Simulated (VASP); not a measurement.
Write the native input for VASP 6.6.1 that does the following.

- Task: single point
- Functional: PBE
- Potentials or basis: VASP PAW PBE potentials, release 64 (Ca_sv)
- Cutoff: 520 eV
- k mesh: 8 × 8 × 8
- Occupations: fermi-dirac, width 0.05 eV
- Spin: no spin polarisation
- Dipole correction: no
- Further INCAR settings: ALGO = Normal; EDIFF = 1e-07; NBANDS = 11

The structure of Ca lies in POSCAR:

```
Ca
1.0
    0.0000000000      2.8127051751      2.8127051751
    2.8127051751      0.0000000000      2.8127051751
    2.8127051751      2.8127051751      0.0000000000
Ca
1
Direct
    0.0000000000      0.0000000000      0.0000000000
```

These files were run (other wordings do the same):

INCAR

```
PREC = Accurate ; ENCUT = 520
EDIFF = 1E-7 ; ISMEAR = -1
SIGMA = 0.05 ; LREAL = F
LASPH = T ; NELM = 100
ALGO = Normal ; ISIF = 2
LWAVE = F ; LCHARG = F
GGA = PE ; NBANDS = 11
```

KPOINTS

```
Automatic mesh
0
Gamma
  8 8 8
```

Potentials or basis: VASP PAW PBE potentials, release 64 (Ca_sv).

The run is started by

```console
$ cat potpaw_PBE.64/Ca_sv/POTCAR > POTCAR
$ mpirun -np 1 vasp_std > vasp.out
```

Results of the run:

* Pressure: -0.8 GPa
* Band gap on the k mesh: zero (bands 5 and 6 overlap by 0.43 eV)

It took 30 s on 1 thread of AMD EPYC 7R13, with other jobs on the host, peak memory 0.14 GiB.
